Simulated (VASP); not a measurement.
Input of a VASP 6.6.1 run:

File INCAR:

```
ALGO = Normal
EDIFF = 1E-6
ENCUT = 500
GGA = PE
GGA_COMPAT = F
ISIF = 2
ISMEAR = 0
LASPH = T
LCHARG = F
LREAL = F
LWAVE = F
NBANDS = 26
NELM = 120
PREC = Accurate
SIGMA = 0.2
```

The input KPOINTS:

```
k-points
0
Gamma
  6 6 2
```

File POSCAR:

```
Si4IrPd
1.0
    2.9472923481      0.0000000000      0.0000000000
    0.0000000000      2.9472923481      0.0000000000
    0.0000000000      0.0000000000     10.7882685602
Si Pd Ir
4 1 1
Direct
    0.5000000000      0.5000000000      0.3634425079
    0.5000000000      0.5000000000      0.8545556350
    0.5000000000      0.5000000000      0.1454443650
    0.5000000000      0.5000000000      0.6365574921
    0.0000000000      0.0000000000      0.0000000000
    0.0000000000      0.0000000000      0.5000000000
```

Potentials or basis: VASP PAW PBE potentials, release 64 (Si, Pd, Ir).

Command:

```console
$ cat potpaw_PBE.64/Si/POTCAR potpaw_PBE.64/Pd/POTCAR potpaw_PBE.64/Ir/POTCAR > POTCAR
$ mpirun -np 1 vasp_std > vasp.out
```

Problem. What does it give for the pressure?

Solution. 0.6 GPa.

Problem. Predict the largest force.

Solution. 0.024 eV/Å.

Forces on the atoms (eV/Å):
```
Si   0.000  0.000 -0.024
Si   0.000  0.000 -0.021
Si   0.000  0.000  0.021
Si   0.000  0.000  0.024
Pd   0.000  0.000  0.000
Ir   0.000  0.000  0.000
```
